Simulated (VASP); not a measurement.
A run of VASP 6.6.1:

INCAR

```
PREC = Accurate ; ENCUT = 600
EDIFF = 1E-6 ; ISMEAR = 0
SIGMA = 0.1 ; LREAL = F
LASPH = T ; NELM = 120
ALGO = Normal ; ISIF = 2
LWAVE = F ; LCHARG = T
GGA = PE ; IVDW = 12
LELF = T ; LVHAR = T
NBANDS = 16 ; GGA_COMPAT = F
```

File KPOINTS:

```
Automatic mesh
0
Gamma
  8 8 8
```

The input POSCAR:

```
NbN
1.0
    0.0000000000      2.1945000000      2.1945000000
    2.1945000000      0.0000000000      2.1945000000
    2.1945000000      2.1945000000      0.0000000000
Nb N
1 1
Direct
    0.5000000000      0.5000000000      0.5000000000
    0.0000000000      0.0000000000      0.0000000000
```

Potentials or basis: VASP PAW PBE potentials, release 64 (Nb_sv, N).

Run with:

```bash
$ cat potpaw_PBE.64/Nb_sv/POTCAR potpaw_PBE.64/N/POTCAR > POTCAR
$ mpirun -np 1 vasp_std > vasp.out
```

Hardware: 1 thread of AMD EPYC 7R43 64-Core Processor (Zen 3), with other jobs on the host.

Q: Estimate the wall time of this run.

A: Run time: 29 s on 1 thread of AMD EPYC 7R43 64-Core Processor (Zen 3), with other jobs on the host, peak memory 0.14 GiB. Counts: scf iterations 13, k points 29.
